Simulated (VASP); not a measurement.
A run of VASP 6.6.1 is set up as follows.

INCAR

```
SYSTEM = SnTe
PREC = Accurate ; ENCUT = 600
EDIFF = 1E-7 ; ISMEAR = -1
SIGMA = 0.05 ; LREAL = .FALSE.
LASPH = .TRUE. ; NELM = 100
ALGO = Normal ; ISIF = 3
LWAVE = .FALSE. ; LCHARG = .FALSE.
GGA = RE ; IBRION = 2
NSW = 80 ; EDIFFG = -0.005
```

The input KPOINTS:

```
Automatic mesh
0
G
  7 7 7
  0 0 0
```

The input POSCAR:

```
SnTe
1.0
    0.0000000000      3.1508500000      3.1508500000
    3.1508500000      0.0000000000      3.1508500000
    3.1508500000      3.1508500000      0.0000000000
Te Sn
1 1
Direct
    0.5000000000      0.5000000000      0.5000000000
    0.0000000000      0.0000000000      0.0000000000
```

Potentials or basis: VASP PAW PBE potentials, release 64 (Te, Sn_d).

Run with:

```bash
$ cat potpaw_PBE.64/Te/POTCAR potpaw_PBE.64/Sn_d/POTCAR > POTCAR
$ mpirun -np 1 vasp_std > vasp.out
```

Question: Predict the space group after relaxing (to 0.1 Å).

Answer: Fm-3m (No. 225).

Question: Predict the relaxed cell.

Answer: a = 4.567 Å, b = 4.567 Å, c = 4.567 Å, α = 60.00°, β = 60.00°, γ = 60.00°.

Question: Predict the relaxed volume.

Answer: 33.67 Å³/atom.

Final structure:
```
Te Sn
1.0
     0.00000    3.22922    3.22922
     3.22922    0.00000    3.22922
     3.22922    3.22922    0.00000
Te Sn
1 1
Direct
  0.50000 0.50000 0.50000
  0.00000 0.00000 0.00000
```

Caveat: the PAW data sets were made with another functional, which shifts forces and pressure a little. Zero-point motion and thermal expansion aren't in these numbers.
